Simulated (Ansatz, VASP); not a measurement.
## BaHf3O2: VASP beside Ansatz

```
CELL_PARAMETERS angstrom
3.57541 0.00000 0.00000
0.00000 3.57541 0.00000
0.00000 0.00000 8.96244
ATOMIC_POSITIONS crystal
Ba 0.00000 0.00000 0.50000
Hf 0.50000 0.50000 0.80715
Hf 0.50000 0.50000 0.19285
Hf 0.00000 0.00000 0.00000
O 0.00000 0.00000 0.18572
O 0.00000 0.00000 0.81428
```

Alike in both runs: task relaxation of cell and atoms; functional PBE; k mesh 6 × 6 × 2; occupations gaussian, width 0.1 eV; no spin polarisation.

|  | VASP | Ansatz |
| --- | --- | --- |
| version | VASP 6.6.1 | Ansatz 0.2.0 |
| potentials or method | VASP PAW PBE potentials, release 64 (Ba_sv, Hf_pv, O), cutoff 600 eV | scalar-relativistic, plane waves, PAW |
| valence electrons in the cell | 52 | 100 |

VASP gave:

| Property | Result |
| --- | --- |
| gap on the k mesh at the Fermi level, each at its own relaxed structure (eV) | none |
| relaxed volume (Å³/atom) | 17.99 |
| relaxed length of the cell vector where the two differ most in proportion (Å) | 3.164 |

Estimate Ansatz's values.

gap on the k mesh at the Fermi level, each at its own relaxed structure (eV): none; relaxed volume (Å³/atom): 18.01; relaxed length of the cell vector where the two differ most in proportion (Å): 3.166.

A gap of «none» marks a metal or a gap that the smearing closes. VASP's potentials hold 52 valence electrons a cell and Ansatz's 100, so a difference there can come from the potentials and not from the codes.

Neither program's run includes spin-orbit coupling.
